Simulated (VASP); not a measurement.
Input of a VASP 6.6.1 run:

File INCAR:

```
SYSTEM = MgO
PREC = Accurate
ENCUT = 520
EDIFF = 1E-6
ISMEAR = 0
SIGMA = 0.05
LREAL = .FALSE.
LASPH = .TRUE.
NELM = 60
ALGO = Normal
ISIF = 2
LWAVE = .FALSE.
LCHARG = .FALSE.
GGA = PS
NBANDS = 16
```

File KPOINTS:

```
regular mesh
0
G
  9 9 6
  0 0 0
```

The input POSCAR:

```
MgO
1.0
    3.4540523579      0.0000000000      0.0000000000
   -1.7270261790      2.9912970879      0.0000000000
    0.0000000000      0.0000000000      4.2924500482
Mg O
2 2
Direct
    0.6747286342      0.3494572684      0.7500000000
    0.3252713658      0.6505427316      0.2500000000
    0.6607307308      0.3214614617      0.2500000000
    0.3392692692      0.6785385383      0.7500000000
```

Potentials or basis: VASP PAW PBE potentials, release 64 (Mg, O).

Run with:

```console
$ cat potpaw_PBE.64/Mg/POTCAR potpaw_PBE.64/O/POTCAR > POTCAR
$ mpirun -np 1 vasp_std > vasp.out
```

**Question.** What does it give for the pressure?

**Answer.** -0.2 GPa.

**Question.** Estimate the band gap on the k mesh.

**Answer.** 3.21 eV, direct.

**Question.** What does it give for the largest force?

**Answer.** 0.345 eV/Å.

Stress tensor (GPa, compression positive):
```
 2.28  0.00  0.00
 0.00  0.99  0.00
 0.00  0.00 -3.93
```

Caveat: the cell differs from its parent crystal (mode 5 frozen in at +0.049 Å, strain +e along z and -e/2 along x and y +0.0233); the PAW data sets were made with another functional, which shifts forces and pressure a little.
